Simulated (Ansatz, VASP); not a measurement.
## One calculation of Zr2HS4, two programs

INCAR

```
SYSTEM = Zr2HS4
  ALGO = Normal
  DIPOL = 0.5 0.5 0.278
  EDIFF = 1E-6
  ENCUT = 400
  GGA = PE
  GGA_COMPAT = .FALSE.
  IDIPOL = 3
  ISIF = 2
  ISMEAR = 0
  IVDW = 12
  LASPH = .TRUE.
  LCHARG = .TRUE.
  LDIPOL = .TRUE.
  LELF = .TRUE.
  LREAL = .FALSE.
  LVACPOTAV = .TRUE.
  LVHAR = .TRUE.
  LWAVE = .FALSE.
  NBANDS = 62
  NELM = 120
  NELMDL = -8
  PREC = Accurate
  SIGMA = 0.05
```

File KPOINTS:

```
k-points
0
G
  6 6 1
  0 0 0
```

Contents of POSCAR:

```
Zr2HS4
1.0
    7.2976778227      0.0000000000      0.0000000000
   -3.6488389114      6.3199743831      0.0000000000
    0.0000000000      0.0000000000     20.9171506047
S Zr H
8 4 2
Direct
    0.3333333333      0.1666666667      0.1912306354
    0.3333333333      0.6666666667      0.1912306354
    0.8333333333      0.1666666667      0.1912306354
    0.8333333333      0.6666666667      0.1912306354
    0.1666666667      0.3333333333      0.3306927762
    0.1666666667      0.8333333333      0.3306927762
    0.6666666667      0.3333333333      0.3306927762
    0.6666666667      0.8333333333      0.3306927762
    0.0000000000      0.0000000000      0.2609617058
    0.0000000000      0.5000000000      0.2609617058
    0.5000000000      0.0000000000      0.2609617058
    0.5000000000      0.5000000000      0.2609617058
    0.3869988249      0.7739976498      0.3828031244
    0.4463345084      0.8926690169      0.3828031244
```

Input for Ansatz:

```yaml
crystal:
  lattice:
    - [7.2976778227, 0.0, 0.0]
    - [-3.6488389114, 6.3199743831, 0.0]
    - [0.0, 0.0, 20.9171506047]
  atoms:
    - { symbol: S, position: [0.3333333333, 0.1666666667, 0.1912306354] }
    - { symbol: S, position: [0.3333333333, 0.6666666667, 0.1912306354] }
    - { symbol: S, position: [0.8333333333, 0.1666666667, 0.1912306354] }
    - { symbol: S, position: [0.8333333333, 0.6666666667, 0.1912306354] }
    - { symbol: Zr, position: [0.0, 0.0, 0.2609617058] }
    - { symbol: Zr, position: [0.0, 0.5, 0.2609617058] }
    - { symbol: Zr, position: [0.5, 0.0, 0.2609617058] }
    - { symbol: Zr, position: [0.5, 0.5, 0.2609617058] }
    - { symbol: S, position: [0.1666666667, 0.3333333333, 0.3306927762] }
    - { symbol: S, position: [0.1666666667, 0.8333333333, 0.3306927762] }
    - { symbol: S, position: [0.6666666667, 0.3333333333, 0.3306927762] }
    - { symbol: S, position: [0.6666666667, 0.8333333333, 0.3306927762] }
    - { symbol: H, position: [0.3869988249, 0.7739976498, 0.3828031244] }
    - { symbol: H, position: [0.4463345084, 0.8926690169, 0.3828031244] }
basis:
  ecutwfc: 420
kpoints:
  mp_grid: { grid: [6, 6, 1] }
hamiltonian:
  xc: pbe
  pseudopotentials: { kind: paw, azcp: { folder: soft_1 } }
  dispersion: d3bj
scf:
  occupations: { method: gaussian, width: 0.05 }
output:
  forces: true
  eigenvalues: true
efield:
  axis: 3
  dipole_correction: true
  ramp_width: 0.04
```

Alike in both runs: task single point; functional PBE; dispersion D3(BJ); k mesh 6 × 6 × 1; occupations gaussian, width 0.05 eV; no spin polarisation.

```csv
,VASP,Ansatz
version,VASP 6.6.1,Ansatz 0.2.0
potentials or method,"VASP PAW PBE potentials, release 64 (S, Zr_sv, H), cutoff 400 eV","scalar-relativistic, plane waves, PAW"
valence electrons in the cell,98,98
```

Ansatz gave:

- gap on the k mesh at the Fermi level (eV): 1.03
- least direct gap on the mesh (eV): 1.09
- rms of the force components (eV/Å): 0.497

Problem. What did VASP give for the same quantities?

Solution. gap on the k mesh at the Fermi level (eV): 1.04; least direct gap on the mesh (eV): 1.09; rms of the force components (eV/Å): 0.497.
